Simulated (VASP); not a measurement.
Input of a VASP 6.6.1 run:

File INCAR:

```
  PREC = Accurate
  ENCUT = 520
  EDIFF = 1E-6
  ISMEAR = -1
  SIGMA = 0.05
  LREAL = F
  LASPH = T
  NELM = 60
  ALGO = Normal
  ISIF = 2
  LWAVE = F
  LCHARG = F
  GGA = PS
  NBANDS = 8
```

KPOINTS

```
Automatic mesh
0
Gamma
  9 9 9
```

File POSCAR:

```
Sb
1.0
    3.0954921035      0.0000000000      0.0000000000
    0.0000000000      3.0954921035      0.0000000000
    0.0000000000      0.0000000000      3.0954921035
Sb
1
Direct
    0.0000000000      0.0000000000      0.0000000000
```

Potentials or basis: VASP PAW PBE potentials, release 64 (Sb).

Command:

```sh
$ cat potpaw_PBE.64/Sb/POTCAR > POTCAR
$ mpirun -np 1 vasp_std > vasp.out
```

Q: Estimate the pressure.

A: -2.1 GPa.

Caveat: the PAW data sets were made with another functional, which shifts forces and pressure a little.
